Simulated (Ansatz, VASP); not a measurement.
## Y2ScAu in VASP and in Ansatz

```
Y Sc Au
1.0
     3.67892    0.00000    0.00000
    -1.83946    3.18604    0.00000
     0.00000    0.00000    9.55937
Y Sc Au
2 1 1
Cartesian
  0.0000 2.1240 2.0711
  1.8395 1.0620 7.4883
  0.0000 0.0000 4.7797
  0.0000 0.0000 0.0000
```

Alike in both runs: functional PBE; k mesh 6 × 6 × 4; occupations gaussian, width 0.1 eV; no spin polarisation.

Ansatz relaxed the structure, and its values are those at the end. VASP's run is a single point on that final structure, the one shown.

|  | VASP | Ansatz |
| --- | --- | --- |
| version | VASP 6.6.1 | Ansatz 0.2.0 |
| potentials or method | VASP PAW PBE potentials, release 64 (Y_sv, Sc_sv, Au), cutoff 520 eV | scalar-relativistic, plane waves, PAW |
| valence electrons in the cell | 44 | 52 |

VASP gave:

| Item | Value |
| --- | --- |
| gap on the k mesh at the Fermi level (eV) | none |
| pressure (GPa) | 0.2 |
| rms of the force components (eV/Å) | 0.001 |

Question: Estimate Ansatz's values.

Answer: gap on the k mesh at the Fermi level (eV): none; pressure (GPa): 0.3; rms of the force components (eV/Å): 0.004.

A gap of «none» marks a metal or a gap that the smearing closes. The functional is the same, so the differences come from potentials, cutoffs and numerics. VASP's potentials hold 44 valence electrons a cell and Ansatz's 52, so a difference there can come from the potentials and not from the codes.

Neither program's run includes spin-orbit coupling.
